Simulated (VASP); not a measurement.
# InCoC6N6 (Fm-3m) in VASP: single point with PBE

Aim: the single point of InCoC6N6 with PBE.

Everything below comes from runs of VASP 6.6.1. Logs are shortened: lines on timing, memory, paths and dates and some standing lists are left out, and cuts for length are marked.

## (1) The cell of the first run

The structure is cubic, space group Fm-3m (No. 225). Conventional cell: a = 10.369 Å, b = 10.369 Å, c = 10.369 Å, α = 90.00°, β = 90.00°, γ = 90.00°. In (site symmetry m-3m) has 6 N at 2.10 Å within 2.8 Å. Co (site symmetry m-3m) has 6 C at 1.92 Å within 2.5 Å. C (site symmetry 4mm) has 1 N at 1.17 Å within 1.6 Å. Within 1.6 Å of N (site symmetry 4mm) lie 1 C at 1.17 Å.

## (2) Single point, PBE, collinear spin, ferromagnetic start

File INCAR:

```
SYSTEM = InCoC6N6
PREC     = Accurate       ! precision mode
ENCUT    = 520            ! plane-wave cutoff, eV
EDIFF    = 1E-6           ! SCF threshold, eV
ISMEAR   = 0              ! smearing method
SIGMA    = 0.1            ! smearing width, eV
LREAL    = .FALSE.        ! projectors in reciprocal space
LASPH    = .TRUE.         ! aspherical terms in the spheres
NELM     = 150            ! most SCF steps
ALGO     = Normal         ! electronic algorithm
ISIF     = 2              ! what is computed and relaxed
LWAVE    = .FALSE.        ! write WAVECAR
LCHARG   = .FALSE.        ! write CHGCAR
ISPIN    = 2              ! spin polarisation
MAGMOM   = 0 3 0 0 0 0 0 0 0 0 0 0 0 0 ! initial moments
LORBIT   = 11             ! projections on sites
LMAXMIX  = 4              ! l up to which the mixer works
GGA      = PE             ! functional
NBANDS   = 55             ! bands
```

File KPOINTS:

```
regular mesh
0
G
  4 4 4
  0 0 0
```

File POSCAR:

```
InCoC6N6
1.0
    0.0000000000      5.1845000000      5.1845000000
    5.1845000000      0.0000000000      5.1845000000
    5.1845000000      5.1845000000      0.0000000000
In Co C N
1 1 6 6
Direct
    0.5000000000      0.5000000000      0.5000000000
    0.0000000000      0.0000000000      0.0000000000
    0.8151220000      0.1848780000      0.1848780000
    0.1848780000      0.8151220000      0.1848780000
    0.1848780000      0.1848780000      0.8151220000
    0.1848780000      0.8151220000      0.8151220000
    0.8151220000      0.1848780000      0.8151220000
    0.8151220000      0.8151220000      0.1848780000
    0.7022856600      0.2977143400      0.2977143400
    0.2977143400      0.7022856600      0.2977143400
    0.2977143400      0.2977143400      0.7022856600
    0.2977143400      0.7022856600      0.7022856600
    0.7022856600      0.2977143400      0.7022856600
    0.7022856600      0.7022856600      0.2977143400
```

Potentials or basis: VASP PAW PBE potentials, release 64 (In_d, Co, C, N).

Launch:

```
$ cat potpaw_PBE.64/In_d/POTCAR potpaw_PBE.64/Co/POTCAR potpaw_PBE.64/C/POTCAR potpaw_PBE.64/N/POTCAR > POTCAR
$ mpirun -np 1 vasp_std > vasp.out
```

OUTCAR:

```text
SYSTEM = InCoC6N6
   PREC = Accurate
   ENCUT = 520
   EDIFF = 1E-6
   ISMEAR = 0
   LREAL = .FALSE.
   LASPH = .TRUE.
   NELM = 150
   ISIF = 2
   ISPIN = 2
   LORBIT = 11
   GGA = PE

 ion  position               nearest neighbor table
   1  0.500  0.500  0.500-   9 2.10  10 2.10  11 2.10  12 2.10  13 2.10  14 2.10
   2  0.000  0.000  0.000-   3 1.92   4 1.92   5 1.92   6 1.92   7 1.92   8 1.92
   3  0.815  0.185  0.185-   9 1.17   2 1.92
   4  0.185  0.815  0.185-  10 1.17   2 1.92
   5  0.185  0.185  0.815-  11 1.17   2 1.92
   6  0.185  0.815  0.815-  12 1.17   2 1.92
   7  0.815  0.185  0.815-  13 1.17   2 1.92
   8  0.815  0.815  0.185-  14 1.17   2 1.92
   9  0.702  0.298  0.298-   3 1.17   1 2.10
  10  0.298  0.702  0.298-   4 1.17   1 2.10
  11  0.298  0.298  0.702-   5 1.17   1 2.10
  12  0.298  0.702  0.702-   6 1.17   1 2.10
  13  0.702  0.298  0.702-   7 1.17   1 2.10
  14  0.702  0.702  0.298-   8 1.17   1 2.10

  LATTYP: Found a face centered cubic cell.
 ALAT       =    10.3690000000

  Lattice vectors:

 A1 = (   0.0000000000,   5.1845000000,   5.1845000000)
 A2 = (   5.1845000000,   0.0000000000,   5.1845000000)
 A3 = (   5.1845000000,   5.1845000000,   0.0000000000)

Analysis of symmetry for initial positions (statically):
=====================================================================
 Subroutine PRICEL returns:
 Original cell was already a primitive cell.

 Routine SETGRP: Setting up the symmetry group for a
 face centered cubic supercell.

 Subroutine GETGRP returns: Found 48 space group operations
 (whereof 48 operations were pure point group operations)
 out of a pool of 48 trial point group operations.

The static configuration has the point symmetry O_h .

Analysis of symmetry for dynamics (positions and initial velocities):
=====================================================================
 Subroutine PRICEL returns:
 Original cell was already a primitive cell.

 Routine SETGRP: Setting up the symmetry group for a
 face centered cubic supercell.

 Subroutine GETGRP returns: Found 48 space group operations
 (whereof 48 operations were pure point group operations)
 out of a pool of 48 trial point group operations.

The dynamic configuration has the point symmetry O_h .

Analysis of structural, dynamic, and magnetic symmetry:
=====================================================================
[... 598 lines left out ...]
     49       4.1224      0.00000
     50       4.8289      0.00000
 Fermi energy:        -1.9588692959

 spin component 2

 k-point     1 :       0.0000    0.0000    0.0000
  band No.  band energies     occupation
      1     -18.6346      1.00000
      2     -18.3688      1.00000
      3     -18.3688      1.00000
      4     -18.3477      1.00000
      5     -18.3477      1.00000
      6     -18.3477      1.00000
[... 413 lines left out ...]
     49       4.1224      0.00000
     50       4.8289      0.00000
 [bands above 50 left out]

------------------------ aborting loop because EDIFF is reached ----------------------------------------

  FORCE on cell =-STRESS in cart. coord.  units (eV):
  Direction    XX          YY          ZZ          XY          YZ          ZX
  --------------------------------------------------------------------------------------
  -------------------------------------------------------------------------------------
  Total        3.8067535      3.8067535      3.8067535      0.0000000     -0.0000000     -0.0000000
  in kB       21.8833952     21.8833952     21.8833952      0.0000000     -0.0000000     -0.0000000
  external PRESSURE =      21.8833952 kB  Pullay stress =       0.0000000 kB

 VOLUME and BASIS-vectors are now :
 -----------------------------------------------------------------------------
  energy-cutoff  :      520.00
  volume of cell :      278.71
      direct lattice vectors                 reciprocal lattice vectors
     0.000000000  5.184500000  5.184500000    -0.096441315  0.096441315  0.096441315
     5.184500000  0.000000000  5.184500000     0.096441315 -0.096441315  0.096441315
     5.184500000  5.184500000  0.000000000     0.096441315  0.096441315 -0.096441315

 POSITION                                       TOTAL-FORCE (eV/Angst)
 -----------------------------------------------------------------------------------
      5.18450      5.18450      5.18450        -0.000000      0.000000      0.000000
      0.00000      0.00000      0.00000        -0.000000     -0.000000      0.000000
      1.91700      5.18450      5.18450        -0.430482      0.000000      0.000000
      5.18450      1.91700      5.18450        -0.000000     -0.430482      0.000000
      5.18450      5.18450      1.91700        -0.000000      0.000000     -0.430482
      8.45200      5.18450      5.18450         0.430482      0.000000      0.000000
      5.18450      8.45200      5.18450        -0.000000      0.430482      0.000000
      5.18450      5.18450      8.45200        -0.000000      0.000000      0.430482
      3.08700      5.18450      5.18450        -2.063682      0.000000      0.000000
      5.18450      3.08700      5.18450        -0.000000     -2.063682      0.000000
      5.18450      5.18450      3.08700        -0.000000      0.000000     -2.063682
      7.28200      5.18450      5.18450         2.063682      0.000000      0.000000
      5.18450      7.28200      5.18450        -0.000000      2.063682      0.000000
      5.18450      5.18450      7.28200        -0.000000      0.000000      2.063682
 -----------------------------------------------------------------------------------
    total drift:                                0.000000      0.000000     -0.000000

  FREE ENERGIE OF THE ION-ELECTRON SYSTEM (eV)
  ---------------------------------------------------
  free  energy   TOTEN  =      -110.7394415485 eV

  energy  without entropy=     -110.7394415485  energy(sigma->0) =     -110.73944155

 total charge

# of ion       s       p       d       tot
------------------------------------------
    1        0.620   0.830  10.162  11.612
    2        0.512   0.953   7.351   8.816
    3        0.946   1.615   0.000   2.562
    4        0.946   1.615   0.000   2.562
    5        0.946   1.615   0.000   2.562
    6        0.946   1.615   0.000   2.562
    7        0.946   1.615   0.000   2.562
    8        0.946   1.615   0.000   2.562
    9        1.304   2.617   0.000   3.921
   10        1.304   2.617   0.000   3.921
   11        1.304   2.617   0.000   3.921
   12        1.304   2.617   0.000   3.921
   13        1.304   2.617   0.000   3.921
   14        1.304   2.617   0.000   3.921
--------------------------------------------------
tot         14.632  27.177  17.513  59.322

 magnetization (x)

# of ion       s       p       d       tot
------------------------------------------
    1       -0.000  -0.000   0.000  -0.000
    2       -0.000  -0.000  -0.000  -0.000
    3        0.000   0.000   0.000   0.000
    4        0.000   0.000   0.000   0.000
    5        0.000   0.000   0.000   0.000
    6        0.000   0.000   0.000   0.000
    7        0.000   0.000   0.000   0.000
    8        0.000   0.000   0.000   0.000
    9        0.000  -0.000   0.000  -0.000
   10        0.000  -0.000   0.000  -0.000
   11        0.000  -0.000   0.000  -0.000
   12        0.000  -0.000   0.000  -0.000
   13        0.000  -0.000   0.000  -0.000
   14        0.000  -0.000   0.000  -0.000
--------------------------------------------------
tot          0.000  -0.000  -0.000  -0.000
```

OSZICAR:

```text
N       E                     dE             d eps       ncg     rms          rms(c)
DAV:   1     0.697436808705E+03    0.69744E+03   -0.32696E+04  1760   0.128E+03
[... 12 lines left out ...]
DAV:  14    -0.110739832215E+03    0.15993E-03   -0.25048E-03  2070   0.328E-01    0.588E-01
DAV:  15    -0.110739748458E+03    0.83757E-04   -0.61167E-04  2033   0.122E-01    0.391E-01
DAV:  16    -0.110739589523E+03    0.15894E-03   -0.89305E-05  2158   0.775E-02    0.203E-01
DAV:  17    -0.110739467536E+03    0.12199E-03   -0.49807E-05  2497   0.929E-02    0.852E-02
DAV:  18    -0.110739442993E+03    0.24543E-04   -0.26230E-05  2358   0.340E-02    0.268E-02
DAV:  19    -0.110739441707E+03    0.12863E-05   -0.23827E-06  1652   0.778E-03    0.123E-02
DAV:  20    -0.110739441549E+03    0.15849E-06   -0.20177E-07  1127   0.369E-03
   1 F= -.11073944E+03 E0= -.11073944E+03  d E =-.765690E-11  mag=    -0.0000
```

Wall time 4.9 min (1 thread of Intel Xeon 6975P-C (Granite Rapids), shared host); peak memory 0.65 GiB.

Results:

```yaml
Free_energy: -110.7394 eV
Pressure: 2.2 GPa
Largest_force: 2.064 eV/Å
Band_gap_on_the_k_mesh: 3.75 eV
Net_moment: 0.00 μB per cell
Valence_electrons_inside_the_program's_atomic_spheres: In 11.61; Co 8.82; C 2.56; N 3.92
```

Forces on the atoms (eV/Å):
```
In   0.000  0.000  0.000
Co   0.000  0.000  0.000
C   -0.430  0.000  0.000
C    0.000 -0.430  0.000
C    0.000  0.000 -0.430
C    0.430  0.000  0.000
C    0.000  0.430  0.000
C    0.000  0.000  0.430
N   -2.064  0.000  0.000
N    0.000 -2.064  0.000
N    0.000  0.000 -2.064
N    2.064  0.000  0.000
N    0.000  2.064  0.000
N    0.000  0.000  2.064
```

Levels at points of the mesh, in eV from the valence-band top:
Spin up:
```tsv
k point	band 34	band 35	band 36	band 37	band 38	band 39	band 40	band 41	band 42	band 43
(0.00, 0.00, 0.00)	-1.23	-1.23	-0.30	-0.30	-0.30	4.02	4.02	5.31	5.31	5.31
(0.50, 0.00, 0.00)	-0.88	-0.88	-0.19	-0.15	-0.15	3.90	3.90	5.40	5.71	5.71
(0.50, 0.50, 0.00)	-1.23	-1.12	-0.30	0.00	0.00	3.75	4.05	5.34	5.85	6.19
```
Spin down:
```tsv
k point	band 36	band 37	band 38	band 39	band 40	band 41
(0.00, 0.00, 0.00)	-0.30	-0.30	-0.30	4.02	4.02	5.31
(0.50, 0.00, 0.00)	-0.19	-0.15	-0.15	3.90	3.90	5.40
(0.50, 0.50, 0.00)	-0.30	0.00	0.00	3.75	4.05	5.34
```

Caveat: the moments typed at the start vanished in this run; spin-orbit coupling is left out, which moves the levels of the heavy elements; forces of over 1 eV/Å act on the atoms, so gaps and moduli don't describe the material at rest. A k mesh can miss the band edges.
